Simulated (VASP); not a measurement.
Write the native input for VASP 6.6.1 that does the following.

| Item | Value |
| --- | --- |
| Task | relaxation of cell and atoms |
| Functional | PBE |
| Potentials or basis | VASP PAW PBE potentials, release 64 (Hf_pv, Ti_sv, N) |
| Cutoff | 600 eV |
| k mesh | 12 × 12 × 6 |
| Occupations | gaussian, width 0.1 eV |
| Spin | no spin polarisation |
| Dipole correction | no |
| Further INCAR settings | ALGO = Normal; EDIFF = 1e-06; IBRION = 2; EDIFFG = -0.01; NSW = 100; ISIF = 3 |

The structure of Hf2TiN3 lies in POSCAR:

```
Hf2TiN3
1.0
    3.1639878000      0.0000000000      0.0000000000
   -1.5819939000      2.7400938000      0.0000000000
    0.0000000000      0.0000000000      7.6736894000
Hf Ti N
2 1 3
Direct
    0.3333333000      0.6666667000      0.6757570000
    0.6666667000      0.3333333000      0.3242430000
    0.0000000000      0.0000000000      0.0000000000
    0.6666667000      0.3333333000      0.8422610000
    0.0000000000      0.0000000000      0.5000000000
    0.3333333000      0.6666667000      0.1577390000
```

These files were run (other wordings do the same):

INCAR

```
PREC = Accurate
ENCUT = 600
EDIFF = 1E-6
ISMEAR = 0
SIGMA = 0.1
LREAL = F
LASPH = T
NELM = 100
ALGO = Normal
ISIF = 3
LWAVE = F
LCHARG = F
GGA = PE
IBRION = 2
NSW = 100
EDIFFG = -0.01
```

KPOINTS

```
Automatic mesh
0
Gamma
  12 12 6
```

Potentials or basis: VASP PAW PBE potentials, release 64 (Hf_pv, Ti_sv, N).

The run is started by

```sh
$ cat potpaw_PBE.64/Hf_pv/POTCAR potpaw_PBE.64/Ti_sv/POTCAR potpaw_PBE.64/N/POTCAR > POTCAR
$ mpirun -np 1 vasp_std > vasp.out
```

It gave:

```json
{
  "Relaxed volume": "11.02 Å³/atom",
  "Relaxed cell": "a = 3.159 Å, b = 3.159 Å, c = 7.655 Å, α = 90.00°, β = 90.00°, γ = 120.00°",
  "Space group after relaxing (to 0.05 Å)": "P-3m1 (No. 164)",
  "Energy gained by relaxing": "0.5 meV/atom",
  "Ionic steps": "5",
  "Pressure after relaxing": "0.0 GPa",
  "Largest force after relaxing": "0.006 eV/Å"
}
```

Run time: 24 min on 1 thread of AMD EPYC 7R13 (shared host), peak memory 0.35 GiB.
